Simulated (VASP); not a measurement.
# Mg5O (P-6m2) in VASP: a series of runs, part 2 of 2

VASP 6.6.1. The steps go on from the part before.

## 3. Single point, PBE, collinear spin, ferromagnetic start

This run uses another cell than the first one, of 18.38 Å³/atom.

INCAR

```
ALGO     = Normal         # electronic algorithm
EDIFF    = 1E-6           # SCF threshold, eV
ENCUT    = 520            # plane-wave cutoff, eV
GGA      = PE             # functional
ISIF     = 2              # what is computed and relaxed
ISMEAR   = 0              # smearing method
ISPIN    = 2              # spin polarisation
LASPH    = True           # aspherical terms in the spheres
LCHARG   = False          # write CHGCAR
LORBIT   = 11             # projections on sites
LREAL    = False          # projectors in reciprocal space
LWAVE    = False          # write WAVECAR
MAGMOM   = 0 0 0 0 0 1    # initial moments
NBANDS   = 21             # bands
NELM     = 150            # most SCF steps
PREC     = Accurate       # precision mode
SIGMA    = 0.1            # smearing width, eV
```

KPOINTS

```
k-points
0
Gamma
  6 6 1
```

POSCAR

```
Mg5O
1.0
    3.0977298615      0.0000000029      0.0000000000
   -1.5488649333      2.6827127527      0.0000000000
    0.0000000000      0.0000000000     13.2690272962
Mg O
5 1
Direct
    0.6666666667      0.3333333333      0.0996194709
    0.0000000000      0.0000000000      0.2967174284
    0.6666666667      0.3333333333      0.5000000000
    0.0000000000      0.0000000000      0.7032825716
    0.6666666667      0.3333333333      0.9003805291
    0.0000000000      0.0000000000      0.0000000000
```

Potentials or basis: VASP PAW PBE potentials, release 64 (Mg, O).

Command:

```console
> cat potpaw_PBE.64/Mg/POTCAR potpaw_PBE.64/O/POTCAR > POTCAR
> mpirun -np 1 vasp_std > vasp.out
```

Run time: 22 s. Hardware: 1 thread of Intel Xeon 6975P-C (Granite Rapids), shared host; peak memory 0.27 GiB.

Results (log left out):

```yaml
Free_energy: -16.7003 eV
Pressure: -0.3 GPa
Largest_force: 0.007 eV/Å
Band_gap_on_the_k_mesh: zero (filled and empty bands overlap)
Net_moment: 0.00 μB per cell
Valence_electrons_inside_the_program's_atomic_spheres: Mg 0.35, 0.36 (each value once); O 5.00
```

Forces on the atoms (eV/Å):
```
Mg   0.000  0.000 -0.007
Mg   0.000  0.000 -0.002
Mg   0.000  0.000  0.000
Mg   0.000  0.000  0.002
Mg   0.000  0.000  0.007
O    0.000  0.000  0.000
```

Stress tensor (GPa, compression positive):
```
-0.26  0.00  0.00
 0.00 -0.26  0.00
 0.00  0.00 -0.37
```

Levels at points of the mesh, in eV from the Fermi level:
Spin up:
```tsv
k point	band 5	band 6	band 7	band 8	band 9	band 10	band 11	band 12	band 13	band 14
(0.00, 0.00, 0.00)	-5.30	-3.78	-3.78	-2.60	-1.66	2.07	2.11	5.72	7.30	10.68
(0.50, 0.00, 0.00)	-2.05	-1.94	-1.69	-0.82	-0.54	0.11	0.96	1.72	3.00	3.93
```
Spin down:
```tsv
k point	band 6	band 7	band 8	band 9	band 10	band 11	band 12	band 13
(0.00, 0.00, 0.00)	-3.78	-3.78	-2.60	-1.66	2.07	2.11	5.72	7.30
(0.50, 0.00, 0.00)	-1.94	-1.69	-0.82	-0.54	0.11	0.96	1.72	3.00
```

Caveat: the k points lie up to 0.47 Å⁻¹ apart, too coarse for converged energies and pressures of a metal.

## 4. Single point, PBE, collinear spin, ferromagnetic start

This run uses another cell than the first one, of 20.90 Å³/atom.

INCAR

```
SYSTEM = Mg5O
ALGO = Normal
EDIFF = 1E-6
ENCUT = 520
GGA = PE
ISIF = 2
ISMEAR = 0
ISPIN = 2
LASPH = .True.
LCHARG = .False.
LORBIT = 11
LREAL = .False.
LWAVE = .False.
MAGMOM = 0 0 0 0 0 1
NBANDS = 21
NELM = 150
PREC = Accurate
SIGMA = 0.1
```

KPOINTS

```
k-points
0
Gamma
  6 6 1
  0 0 0
```

POSCAR

```
Mg5O
1.0
    3.0701343500      0.0000000000      0.0000000000
   -1.5350671800      2.6588143400      0.0000000000
    0.0000000000      0.0000000000     15.3626024500
Mg O
5 1
Direct
    0.6666666700      0.3333333300      0.1697627500
    0.0000000000      0.0000000000      0.3333671700
    0.6666666700      0.3333333300      0.5000000000
    0.0000000000      0.0000000000      0.6666328300
    0.6666666700      0.3333333300      0.8302372500
    0.0000000000      0.0000000000      0.0000000000
```

Command:

```console
> cat potpaw_PBE.64/Mg/POTCAR potpaw_PBE.64/O/POTCAR > POTCAR
> mpirun -np 1 vasp_std > vasp.out
```

Run time: 49 s. Hardware: 1 thread of Intel Xeon 6975P-C (Granite Rapids), shared host; peak memory 0.3 GiB.

The run converged. Its results:

| Quantity | Value |
| --- | --- |
| Free energy | -10.6792 eV |
| Pressure | -0.7 GPa |
| Largest force | 1.875 eV/Å |
| Band gap on the k mesh | zero (filled and empty bands overlap) |
| Net moment | 0.00 μB per cell |
| Valence electrons inside the program's atomic spheres | Mg 0.33, 0.37 (each value once); O 4.65 |

Forces on the atoms (eV/Å):
```
Mg   0.000  0.000 -1.875
Mg   0.000  0.000  0.054
Mg   0.000  0.000  0.000
Mg   0.000  0.000 -0.054
Mg   0.000  0.000  1.875
O    0.000  0.000  0.000
```

Stress tensor (GPa, compression positive):
```
 2.90  0.00  0.00
 0.00  2.90  0.00
 0.00  0.00 -7.80
```

Levels at points of the mesh, in eV from the Fermi level:
Spin up:
```
           k point  band 4  band 5  band 6  band 7  band 8  band 9  band 10  band 11  band 12  band 13
(0.00, 0.00, 0.00)   -5.59   -4.38   -2.23   -2.10    0.34    0.34     0.61     1.78     5.03     6.57
(0.50, 0.00, 0.00)   -1.83   -1.77   -1.66   -0.83   -0.83   -0.05    -0.01     0.90     1.25     2.71
```
Spin down:
| k point | band 5 | band 6 | band 7 | band 8 | band 9 | band 10 | band 11 | band 12 |
| --- | --- | --- | --- | --- | --- | --- | --- | --- |
| (0.00, 0.00, 0.00) | -4.38 | -2.23 | -2.10 | 0.34 | 0.34 | 0.61 | 1.78 | 5.03 |
| (0.50, 0.00, 0.00) | -1.77 | -1.66 | -0.83 | -0.83 | -0.05 | -0.01 | 0.90 | 1.25 |

Caveat: the k points lie up to 0.41 Å⁻¹ apart; semilocal functionals underestimate gaps, so a narrow gap can read as zero; forces of over 1 eV/Å act on the atoms, so gaps and moduli don't describe the material at rest.

## 5. Relaxation of cell and atoms, PBE

This run uses another cell than the first one, of 18.38 Å³/atom.

INCAR

```
SYSTEM = Mg5O
ALGO = Normal
EDIFF = 1E-6
EDIFFG = -0.04
ENCUT = 600
GGA = PE
IBRION = 2
ISIF = 3
ISMEAR = 0
LASPH = .True.
LCHARG = .False.
LREAL = .False.
LWAVE = .False.
NELM = 100
NSW = 90
PREC = Accurate
SIGMA = 0.1
```

KPOINTS

```
k-points
0
Gamma
  6 6 2
  0 0 0
```

POSCAR

```
Mg5O
1.0
    3.0977298615      0.0000000000      0.0000000000
   -1.5488649308      2.6827127541      0.0000000000
    0.0000000000      0.0000000000     13.2690272962
Mg O
5 1
Direct
    0.6666666667      0.3333333333      0.0996194709
    0.0000000000      0.0000000000      0.2967174284
    0.6666666667      0.3333333333      0.5000000000
    0.0000000000      0.0000000000      0.7032825716
    0.6666666667      0.3333333333      0.9003805291
    0.0000000000      0.0000000000      0.0000000000
```

Command:

```console
> cat potpaw_PBE.64/Mg/POTCAR potpaw_PBE.64/O/POTCAR > POTCAR
> mpirun -np 1 vasp_std > vasp.out
```

Run time: 100 s. Hardware: 1 thread of Intel Xeon 6975P-C (Granite Rapids), shared host; peak memory 0.28 GiB.

The run converged. Its results:

```yaml
Free_energy: -16.6656 eV
Relaxed_volume: 18.18 Å³/atom
Relaxed_cell: a = 3.112 Å, b = 3.112 Å, c = 13.009 Å, α = 90.00°, β = 90.00°, γ = 120.00°
Space_group_after_relaxing_to_0.1_Å: P-6m2 (No. 187)
Energy_gained_by_relaxing: 2.2 meV/atom
Ionic_steps: 12
Pressure_after_relaxing: -0.1 GPa
Largest_force_after_relaxing: 0.027 eV/Å
Band_gap_on_the_k_mesh: zero (bands 8 and 9 overlap by 1.58 eV)
```

Forces in eV/Å, atoms in the order of the input:
```
Mg   0.000  0.000  0.026
Mg   0.000  0.000  0.027
Mg   0.000  0.000  0.000
Mg   0.000  0.000 -0.027
Mg   0.000  0.000 -0.026
O    0.000  0.000  0.000
```

Stress tensor (GPa, compression positive):
```
-0.03  0.00  0.00
 0.00 -0.03  0.00
 0.00  0.00 -0.17
```

The path:
| step | energy change (eV) | largest force (eV/Å) | pressure (GPa) | volume (Å³) |
| --- | --- | --- | --- | --- |
| 1 | 0.0000 | 0.0169 | -0.35 | 110.27 |
| 2 | -0.0017 | 0.0681 | -0.07 | 109.63 |
| 3 | -0.0024 | 0.1294 | 0.27 | 108.87 |
| 4 | -0.0035 | 0.1328 | 0.31 | 108.71 |
| 5 | -0.0066 | 0.1268 | 0.46 | 108.24 |
| 6 | -0.0040 | 0.1260 | 0.87 | 107.29 |
| 7 | -0.0074 | 0.1125 | 0.60 | 107.94 |
| 8 | -0.0097 | 0.0949 | 0.35 | 108.31 |
| 9 | -0.0104 | 0.1034 | 0.11 | 108.69 |
| 10 | -0.0113 | 0.0879 | 0.03 | 108.86 |
| 11 | -0.0125 | 0.0445 | -0.21 | 109.33 |
| 12 | -0.0131 | 0.0266 | -0.08 | 109.08 |

Final structure:
```yaml
crystal:
  lattice:
    - [3.11162, 0.00000, 0.00000]
    - [-1.55581, 2.69474, 0.00000]
    - [0.00000, 0.00000, 13.00910]
  atoms:
    - { symbol: Mg, position: [0.66667, 0.33333, 0.10128] }
    - { symbol: Mg, position: [0.00000, 0.00000, 0.29875] }
    - { symbol: Mg, position: [0.66667, 0.33333, 0.50000] }
    - { symbol: Mg, position: [0.00000, 0.00000, 0.70125] }
    - { symbol: Mg, position: [0.66667, 0.33333, 0.89872] }
    - { symbol: O, position: [0.00000, 0.00000, 0.00000] }
```

Levels at points of the mesh, in eV from the Fermi level:
```tsv
k point	band 5	band 6	band 7	band 8	band 9	band 10	band 11	band 12
(0.00, 0.00, 0.00)	-5.31	-3.94	-3.94	-2.56	-1.50	2.18	2.31	5.96
(0.50, 0.00, 0.00)	-2.16	-2.07	-1.79	-0.92	-0.61	0.07	0.93	1.70
(0.00, 0.00, 0.50)	-4.23	-3.94	-3.94	-3.70	-0.15	0.39	3.87	4.94
(0.50, 0.00, 0.50)	-2.22	-2.01	-1.63	-1.31	-0.41	0.14	1.08	1.51
```

Caveat: the k points lie up to 0.39 Å⁻¹ apart in the final cell, too coarse for converged energies and pressures of a metal.

## 6. The runs side by side

| task | spin | cell | k mesh | cutoff (eV) | gap on the mesh (eV) | pressure (GPa) | moment (μB) | largest force (eV/Å) |
| --- | --- | --- | --- | --- | --- | --- | --- | --- |
| single point | off | a = 3.119, b = 3.119, c = 13.004 Å, angles 90.0, 90.0, 120.0°, 6 atoms, atomic positions A | 6 × 6 × 2 | 520 | none | -0.3 | - | 0.01 |
| single point | collinear, ferromagnetic start | a = 3.098, b = 3.098, c = 13.269 Å, angles 90.0, 90.0, 120.0°, 6 atoms, atomic positions B | 6 × 6 × 1 | 520 | none | -0.3 | 0.00 | 0.01 |
| single point | collinear, ferromagnetic start | a = 3.070, b = 3.070, c = 15.363 Å, angles 90.0, 90.0, 120.0°, 6 atoms, atomic positions C | 6 × 6 × 1 | 520 | none | -0.7 | 0.00 | 1.87 |
| relaxation of cell and atoms | off | relaxed from a = 3.098, b = 3.098, c = 13.269 Å, angles 90.0, 90.0, 120.0°, 6 atoms, atomic positions B | 6 × 6 × 2 | 600 | none | -0.1 | - | 0.03 |

Alike in all rows: level PBE; potentials or basis VASP PAW PBE potentials, release 64 (Mg, O); smearing gaussian 0.1 eV.

Caveats: all runs use coarse meshes; semilocal functionals underestimate gaps, so a narrow gap can read as zero (at least some runs); forces of over 1 eV/Å act on the atoms, so gaps and moduli don't describe the material at rest (at least some runs).

Absolute energies hang on the potentials; compare differences alone.
